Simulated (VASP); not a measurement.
Here is a VASP 6.6.1 calculation.

Contents of INCAR:

```
SYSTEM = Si2GeN
ALGO = Normal ; EDIFF = 1E-7
ENCUT = 520 ; GGA = PE
ISIF = 2 ; ISMEAR = 0
LASPH = .True. ; LCHARG = .False.
LREAL = .False. ; LWAVE = .False.
NBANDS = 22 ; NELM = 100
PREC = Accurate ; SIGMA = 0.1
```

The input KPOINTS:

```
k-points
0
Gamma
  6 6 4
  0 0 0
```

File POSCAR:

```
Si2GeN
1.0
    2.9666532500      0.0000000000      0.0000000000
    0.0000000000      3.5327671200      0.0000000000
    0.0000000000      0.0000000000      5.6924004300
Si Ge N
2 1 1
Direct
    0.0000000000      0.5000000000      0.2708497900
    0.0000000000      0.5000000000      0.7291502100
    0.5000000000      0.5000000000      0.5000000000
    0.0000000000      0.0000000000      0.0000000000
```

Potentials or basis: VASP PAW PBE potentials, release 64 (Si, Ge_d, N).

Command:

```console
$ cat potpaw_PBE.64/Si/POTCAR potpaw_PBE.64/Ge_d/POTCAR potpaw_PBE.64/N/POTCAR > POTCAR
$ mpirun -np 1 vasp_std > vasp.out
```

(1) What does it give for the pressure?

(2) Estimate the largest force.

Answers

(1) 45.5 GPa.

(2) 11.520 eV/Å.

Caveat: the stress differs along the axes, from -22 to 110 GPa; forces of over 1 eV/Å act on the atoms, so gaps and moduli don't describe the material at rest.
